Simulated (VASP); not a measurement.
Write the native input for VASP 6.6.1 that does the following.

| Property | Result |
| --- | --- |
| Task | single point |
| Functional | PBE0 |
| Potentials or basis | VASP PAW PBE potentials, release 64 (P) |
| Cutoff | 520 eV |
| k mesh | 4 × 4 × 3 |
| Occupations | methfessel-paxton, width 0.05 eV |
| Spin | no spin polarisation |
| Dipole correction | no |
| Grid for exact exchange (PRECFOCK) | Normal |
| Further INCAR settings | ALGO = Normal; EDIFF = 1e-07; NBANDS = 18 |
| Share of exact exchange | 0.25 |

The system is P.

```
P
1.0
     1.64774   -5.46504    0.00000
     1.64774    5.46504    0.00000
     0.00000    0.00000    4.54364
P
4
Direct
  0.90414 0.09586 0.58882
  0.09586 0.90414 0.41118
  0.59586 0.40414 0.08882
  0.40414 0.59586 0.91118
```

The input as run:

POSCAR

```
P
1.0
    1.6477431241     -5.4650377251      0.0000000000
    1.6477431241      5.4650377251      0.0000000000
    0.0000000000      0.0000000000      4.5436355900
P
4
Direct
    0.9041431300      0.0958568700      0.5888151700
    0.0958568700      0.9041431300      0.4111848300
    0.5958568700      0.4041431300      0.0888151700
    0.4041431300      0.5958568700      0.9111848300
```

INCAR.step1

```
SYSTEM = P
ALGO = Normal
EDIFF = 1E-5
ENCUT = 520
GGA = PE
ISIF = 2
ISMEAR = 1
LASPH = .True.
LREAL = .False.
LWAVE = .True.
NBANDS = 18
NELM = 100
PREC = Accurate
SIGMA = 0.05
```

INCAR.step2

```
SYSTEM = P
AEXX = 0.25
ALGO = Normal
EDIFF = 1E-7
ENCUT = 520
GGA = PE
ISIF = 2
ISMEAR = 1
ISTART = 1
LASPH = .True.
LCHARG = .True.
LELF = .True.
LHFCALC = .True.
LREAL = .False.
LVHAR = .True.
LWAVE = .False.
NBANDS = 18
NELM = 100
PREC = Accurate
PRECFOCK = Normal
SIGMA = 0.05
```

KPOINTS

```
k-points
0
Gamma
  4 4 3
  0 0 0
```

Potentials or basis: VASP PAW PBE potentials, release 64 (P).

Launch:

```sh
$ cat potpaw_PBE.64/P/POTCAR > POTCAR
$ cp INCAR.step1 INCAR
$ mpirun -np 1 vasp_std > vasp.out
$ cp INCAR.step2 INCAR
$ mpirun -np 1 vasp_std > vasp.out
```

It gave:

* Pressure: -0.8 GPa
* Largest force: 0.211 eV/Å
* Band gap on the k mesh: 1.41 eV

Caveat: the k points lie up to 0.50 Å⁻¹ apart; the PAW data sets were made with another functional, which shifts forces and pressure a little.

Wall time 15 min on 1 thread of Intel(R) Xeon(R) Platinum 8559C (Emerald Rapids), with other jobs on the host, peak memory 0.24 GiB.
